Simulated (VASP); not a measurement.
# Sr (Cmcm) in VASP: further runs

Sr is run at these levels: PBEsol; tasks: single point.

All numbers are computed with VASP 6.6.1; they aren't measurements. Logs are shortened: lines on timing, memory, paths and dates and some standing lists are left out, and cuts for length are marked.

### Step 1. The cell of the first run

It takes space group Cmcm (No. 63, orthorhombic). The conventional cell has a = 3.733 Å, b = 8.064 Å, c = 6.879 Å, α = 90.00°, β = 90.00°, γ = 90.00°. Within 4.9 Å of Sr (site symmetry m2m) lie 12 Sr at 3.73 to 4.44 Å.

### Step 2. Single point, PBEsol

Input file INCAR:

```
SYSTEM = Sr
PREC = Accurate
ENCUT = 520
EDIFF = 1E-7
ISMEAR = 0
SIGMA = 0.15
LREAL = .False.
LASPH = .True.
NELM = 80
ALGO = Fast
ISIF = 2
LWAVE = .False.
LCHARG = .False.
GGA = PS
NBANDS = 17
```

Input file KPOINTS:

```
regular mesh
0
Gamma
  12 12 8
  0 0 0
```

Input file POSCAR:

```
Sr
1.0
    3.7331376523      0.0000000000      0.0000000000
   -1.8665688262      4.0321586151      0.0000000000
    0.0000000000      0.0000000000      6.8785266096
Sr
2
Direct
    0.3333333333      0.6666666667      0.2500000000
    0.6666666667      0.3333333333      0.7500000000
```

Potentials or basis: VASP PAW PBE potentials, release 64 (Sr_sv).

Command:

```sh
> cat potpaw_PBE.64/Sr_sv/POTCAR > POTCAR
> mpirun -np 1 vasp_std > vasp.out
```

OUTCAR:

```text
SYSTEM = Sr
   PREC = Accurate
   ENCUT = 520
   EDIFF = 1E-7
   ISMEAR = 0
   LREAL = .False.
   LASPH = .True.
   NELM = 80
   ISIF = 2
   GGA = PS

 ion  position               nearest neighbor table
   1  0.333  0.667  0.250-   2 4.14   2 4.14   2 4.14   2 4.14   2 4.37   2 4.37
   2  0.667  0.333  0.750-   1 4.14   1 4.14   1 4.14   1 4.14   1 4.37   1 4.37

  LATTYP: Found a base centered orthorhombic cell.
 ALAT       =     3.7331376523
 B/A-ratio  =     2.1601981982
 C/A-ratio  =     1.8425590616

  Lattice vectors:

 A1 = (   1.8665688262,  -4.0321586151,   0.0000000000)
 A2 = (   1.8665688261,   4.0321586151,   0.0000000000)
 A3 = (   0.0000000000,   0.0000000000,   6.8785266096)

Analysis of symmetry for initial positions (statically):
=====================================================================
 Subroutine PRICEL returns:
 Original cell was already a primitive cell.

 Routine SETGRP: Setting up the symmetry group for a
 base centered orthorhombic supercell.

 Subroutine GETGRP returns: Found  8 space group operations
 (whereof  4 operations were pure point group operations)
 out of a pool of  8 trial point group operations.

The static configuration has the point symmetry C_2h.
 The point group associated with its full space group is D_2h.

Analysis of symmetry for dynamics (positions and initial velocities):
=====================================================================
 Subroutine PRICEL returns:
 Original cell was already a primitive cell.

 Routine SETGRP: Setting up the symmetry group for a
 base centered orthorhombic supercell.

 Subroutine GETGRP returns: Found  8 space group operations
 (whereof  4 operations were pure point group operations)
 out of a pool of  8 trial point group operations.

The dynamic configuration has the point symmetry C_2h.
 The point group associated with its full space group is D_2h.

 Subroutine INISYM returns: Found  8 space group operations
 (whereof  4 operations are pure point group operations),
 and found     1 'primitive' translations

----------------------------------------------------------------------------------------

                                     Primitive cell

  volume of cell :     103.5397

  direct lattice vectors                    reciprocal lattice vectors
     3.733137652  0.000000000  0.000000000     0.267871183  0.124003058  0.000000000
    -1.866568826  4.032158615  0.000000000     0.000000000  0.248006117  0.000000000
     0.000000000  0.000000000  6.878526610     0.000000000  0.000000000  0.145379971

  length of vectors
     3.733137652  4.443240066  6.878526610     0.295180842  0.248006117  0.145379971

  position of ions in fractional coordinates (direct lattice)
     0.333333333  0.666666667  0.250000000
     0.666666667  0.333333333  0.750000000

  ion indices of the primitive-cell ions
   primitive index   ion index
                 1           1
                 2           2

----------------------------------------------------------------------------------------

 KPOINTS: regular mesh

Automatic generation of k-mesh.
 Grid dimensions read from file:
 generate k-points for:   12   12    8

 Generating k-lattice:

  Cartesian coordinates                     Fractional coordinates (reciprocal lattice)
     0.022322599  0.010333588  0.000000000     0.083333333  0.000000000  0.000000000
     0.000000000  0.020667176  0.000000000     0.000000000  0.083333333  0.000000000
     0.000000000  0.000000000  0.018172496     0.000000000  0.000000000  0.125000000

  Length of vectors
     0.024598403  0.020667176  0.018172496

  Shift w.r.t. Gamma in fractional coordinates (k-lattice)
     0.000000000  0.000000000  0.000000000

 Subroutine IBZKPT returns following result:
 ===========================================

 Found    215 irreducible k-points:

 Following reciprocal coordinates:
            Coordinates               Weight
  0.000000  0.000000  0.000000      1.000000
  0.083333 -0.000000  0.000000      4.000000
  0.166667 -0.000000  0.000000      4.000000
  0.250000  0.000000  0.000000      4.000000
  0.333333 -0.000000  0.000000      4.000000
  0.416667 -0.000000  0.000000      4.000000
[... 16 lines left out ...]
  0.333333  0.166667  0.000000      4.000000
  0.416667  0.166667  0.000000      4.000000
 [... further k-points ...]
   k-points           NKPTS =    215   k-points in BZ     NKDIM =    215   number of bands    NBANDS=     17
   number of dos      NEDOS =    301   number of ions     NIONS =      2
   total plane-waves  NPLWV =  54432
   dimension x,y,z NGX =    28 NGY =   36 NGZ =   54
   dimension x,y,z NGXF=    56 NGYF=   72 NGZF=  108
   ions per type =               2
   NGX,Y,Z   is equivalent  to a cutoff of  12.47, 13.47, 13.05 a.u.
   NGXF,Y,Z  is equivalent  to a cutoff of  24.94, 26.94, 26.10 a.u.
 SYSTEM =  Sr
   PREC   = accura    normal or accurate (medium, high low for compatibility)
   ISTART =      0    job   : 0-new  1-cont  2-samecut
   ICHARG =      2    charge: 1-file 2-atom 10-const
   ISPIN  =      1    spin polarized calculation?
   LNONCOLLINEAR =      F non collinear calculations
   LSORBIT =      F    spin-orbit coupling
   LASPH  =      T    aspherical Exc in radial PAW
   ENCUT  =  520.0 eV  38.22 Ry    6.18 a.u.   6.94  8.26 12.79*2*pi/ulx,y,z
   NELM   =     80;   NELMIN=  2; NELMDL= -5     # of ELM steps
   EDIFF  = 0.1E-06   stopping-criterion for ELM
   LREAL  =      F    real-space projection
   EDIFFG = 0.1E-05   stopping-criterion for IOM
   NSW    =      0    number of steps for IOM
   IBRION =     -1    ionic relax: 0-MD 1-quasi-New 2-CG
   NFREE  =      0    steps in history (QN), initial steepest desc. (CG)
   ISIF   =      2    stress and relaxation
   ISYM   =      2    0-nonsym 1-usesym 2-fastsym
   POTIM  = 0.5000    time-step for ionic-motion
   TEBEG  =    0.0;   TEEND  =   0.0 temperature during run
   PSTRESS=    0.0 pullay stress
   NELECT =      20.0000    total number of electrons
   NUPDOWN=      -1.0000    fix difference up-down
   EMIN   =  10.00;   EMAX   =-10.00  energy-range for DOS
   EFERMI =   0.00;   METHOD = LEGACY
   ISMEAR =     0;   SIGMA  =   0.15  broadening in eV -4-tet -1-fermi 0-gaus
   EFERMI_NEDOS =   21; number of points for ismear=-14 and -15
   IALGO  =     68    algorithm
   IMIX   =      4    mixing-type and parameters
     AMIX     =   0.40;   BMIX     =  1.00
     AMIX_MAG =   1.60;   BMIX_MAG =  1.00
  volume/ion in A,a.u.               =      51.77       349.36
  Fermi-wavevector in a.u.,A,eV,Ry     =   0.946344  1.788331 12.184935  0.895567
  Thomas-Fermi vector in A             =   2.074333
   LORBIT       =      0    0 simple, 1 ext, 2 COOP (PROOUT), +10 PAW based schemes
   GGA     = PS    functional components
   LHFCALC =     F    Hartree Fock is set to
   AEXX    =    0.0000 exact exchange contribution
   IVDW    =     0    specifies the selected vdW correction
   LEPSILON=     F    determine dielectric tensor
   LRPA    =     F    only Hartree local field effects (RPA)
 non-spin polarized calculation
 RMM-DIIS sequential band-by-band and
 Gauss-broadening in eV      SIGMA  =   0.15
  energy-cutoff  :      520.00
  volume of cell :      103.54
 maximum number of plane-waves:      2812
   NGX = 13   NGY = 17   NGZ = 25

 number of electron      20.0000000 magnetization

 Free energy of the ion-electron system (eV)
  ---------------------------------------------------
  ext. energy  EPLUGINS =         0.00000000
  ---------------------------------------------------
  free energy    TOTEN  =        -3.48975939 eV

  energy without entropy =       -3.45480079  energy(sigma->0) =       -3.47228009

 E-fermi :   1.6486     XC(G=0):  -7.6145

 val. band max:        1.6452917677   @ k =   0.3333   0.2500   0.2500
 cond. band min:       1.6511388066   @ k =   0.3333   0.1667   0.1250
 fundamental gap:      0.0058470389
 Fermi energy:         1.6486349915

 k-point     1 :       0.0000    0.0000    0.0000
  band No.  band energies     occupation
      1     -34.7641      2.00000
      2     -34.7460      2.00000
      3     -16.8884      2.00000
      4     -16.7019      2.00000
      5     -16.6701      2.00000
      6     -16.6473      2.00000
[... 9 lines left out ...]
     16       5.3097      0.00000
     17       5.6135      0.00000

 k-point     2 :       0.0833   -0.0000    0.0000
  band No.  band energies     occupation
      1     -34.7618      2.00000
      2     -34.7443      2.00000
      3     -16.8812      2.00000
      4     -16.7030      2.00000
      5     -16.6728      2.00000
      6     -16.6496      2.00000
[... 9 lines left out ...]
     16       5.0640      0.00000
     17       5.2174      0.00000

 k-point     3 :       0.1667   -0.0000    0.0000
  band No.  band energies     occupation
      1     -34.7555      2.00000
      2     -34.7398      2.00000
      3     -16.8606      2.00000
      4     -16.7259      2.00000
      5     -16.7091      2.00000
      6     -16.6934      2.00000
[... 9 lines left out ...]
     16       4.6492      0.00000
     17       4.8010      0.00000

 k-point     4 :       0.2500    0.0000    0.0000
  band No.  band energies     occupation
      1     -34.7467      2.00000
      2     -34.7337      2.00000
      3     -16.8300      2.00000
      4     -16.8189      2.00000
      5     -16.7978      2.00000
      6     -16.7056      2.00000
[... 9 lines left out ...]
     16       4.4506      0.00000
     17       4.9997      0.00000

 k-point     5 :       0.3333   -0.0000    0.0000
  band No.  band energies     occupation
      1     -34.7375      2.00000
      2     -34.7281      2.00000
      3     -16.9119      2.00000
      4     -16.8926      2.00000
      5     -16.7944      2.00000
      6     -16.7087      2.00000
[... 9 lines left out ...]
     16       5.0972      0.00000
     17       5.5694      0.00000

 k-point     6 :       0.4167   -0.0000    0.0000
  band No.  band energies     occupation
      1     -34.7302      2.00000
      2     -34.7245      2.00000
      3     -16.9793      2.00000
      4     -16.9604      2.00000
      5     -16.7602      2.00000
      6     -16.7108      2.00000
[... 9 lines left out ...]
     16       5.6509      0.00000
     17       5.9416      0.00000

 k-point     7 :       0.5000    0.0000    0.0000
  band No.  band energies     occupation
      1     -34.7270      2.00000
      2     -34.7237      2.00000
      3     -17.0039      2.00000
      4     -16.9848      2.00000
      5     -16.7417      2.00000
      6     -16.7116      2.00000
[... 9 lines left out ...]
     16       5.9498      0.00000
     17       6.3017      0.00000

 k-point     8 :       0.0000    0.0833    0.0000
  band No.  band energies     occupation
      1     -34.7635      2.00000
      2     -34.7458      2.00000
      3     -16.8849      2.00000
      4     -16.7091      2.00000
      5     -16.6782      2.00000
      6     -16.6492      2.00000
[... 9 lines left out ...]
     16       5.3775      0.00000
     17       5.5277      0.00000
[... 203 lines left out ...]
      1     -34.7620      2.00000
      2     -34.7454      2.00000
      3     -16.8748      2.00000
      4     -16.7290      2.00000
      5     -16.7001      2.00000
      6     -16.6545      2.00000
[... 9 lines left out ...]
     16       5.3850      0.00000
     17       5.5862      0.00000

 k-point    20 :       0.0833    0.1667    0.0000
  band No.  band energies     occupation
      1     -34.7589      2.00000
      2     -34.7435      2.00000
      3     -16.8618      2.00000
      4     -16.7398      2.00000
      5     -16.7148      2.00000
      6     -16.6586      2.00000
[... 9 lines left out ...]
     16       5.0676      0.00000
     17       5.5705      0.00000

 k-point    21 :       0.1667    0.1667    0.0000
  band No.  band energies     occupation
      1     -34.7522      2.00000
      2     -34.7391      2.00000
      3     -16.8373      2.00000
      4     -16.7485      2.00000
      5     -16.7444      2.00000
      6     -16.7139      2.00000
[... 9 lines left out ...]
     16       4.7241      0.00000
     17       5.5618      0.00000

 k-point    22 :       0.2500    0.1667    0.0000
  band No.  band energies     occupation
      1     -34.7434      2.00000
      2     -34.7334      2.00000
      3     -16.8312      2.00000
      4     -16.8048      2.00000
      5     -16.8004      2.00000
      6     -16.7438      2.00000
[... 9 lines left out ...]
     16       5.1385      0.00000
     17       5.6693      0.00000

 k-point    23 :       0.3333    0.1667    0.0000
  band No.  band energies     occupation
      1     -34.7346      2.00000
      2     -34.7283      2.00000
      3     -16.9192      2.00000
      4     -16.8928      2.00000
      5     -16.7694      2.00000
      6     -16.7362      2.00000
[... 9 lines left out ...]
     16       5.6556      0.00000
     17       5.7947      0.00000

 k-point    24 :       0.4167    0.1667    0.0000
  band No.  band energies     occupation
      1     -34.7281      2.00000
      2     -34.7253      2.00000
      3     -16.9809      2.00000
      4     -16.9602      2.00000
      5     -16.7388      2.00000
      6     -16.7242      2.00000
[... 9 lines left out ...]
     16       5.4341      0.00000
     17       6.1754      0.00000

 [... further k-points ...]

------------------------ aborting loop because EDIFF is reached ----------------------------------------

  FORCE on cell =-STRESS in cart. coord.  units (eV):
  Direction    XX          YY          ZZ          XY          YZ          ZX
  --------------------------------------------------------------------------------------
  -------------------------------------------------------------------------------------
  Total        2.3427484     -1.3920644     -0.1587520      0.0000000      0.0000000      0.0000000
  in kB       36.2517682    -21.5408515     -2.4565336      0.0000000      0.0000000      0.0000000
  external PRESSURE =       4.0847944 kB  Pullay stress =       0.0000000 kB

 VOLUME and BASIS-vectors are now :
 -----------------------------------------------------------------------------
  energy-cutoff  :      520.00
  volume of cell :      103.54
      direct lattice vectors                 reciprocal lattice vectors
     3.733137652  0.000000000  0.000000000     0.267871183  0.124003058  0.000000000
    -1.866568826  4.032158615  0.000000000     0.000000000  0.248006117  0.000000000
     0.000000000  0.000000000  6.878526610     0.000000000  0.000000000  0.145379971

 POSITION                                       TOTAL-FORCE (eV/Angst)
 -----------------------------------------------------------------------------------
     -0.00000      2.68811      1.71963        -0.000000      0.196920      0.000000
      1.86657      1.34405      5.15889         0.000000     -0.196920      0.000000
 -----------------------------------------------------------------------------------
    total drift:                                0.000000     -0.000000      0.000000

  FREE ENERGIE OF THE ION-ELECTRON SYSTEM (eV)
  ---------------------------------------------------
  free  energy   TOTEN  =        -3.4897593869 eV

  energy  without entropy=       -3.4548007903  energy(sigma->0) =       -3.47228009
```

It took 4.8 min on 1 thread of Intel Xeon Platinum 8488C (Sapphire Rapids), shared host; peak memory 0.46 GiB.

Results:

```
Free energy            : -3.4898 eV
Pressure               : 0.4 GPa
Largest force          : 0.197 eV/Å
Band gap on the k mesh : zero (bands 10 and 11 overlap by 0.20 eV)
```

Forces in eV/Å, atoms in the order of the input:
```
Sr   0.000  0.197  0.000
Sr   0.000 -0.197  0.000
```

Stress tensor (GPa, compression positive):
```
 3.63  0.00  0.00
 0.00 -2.15  0.00
 0.00  0.00 -0.25
```

Caveat: the cell differs from its parent crystal (strain +e along x and -e along y -0.1100, strain +e along z and -e/2 along x and y +0.0000); the stress differs along the axes, from -2 to 4 GPa; the PAW data sets were made with another functional, which shifts forces and pressure a little.

(Part 1 of 2 ends here.)
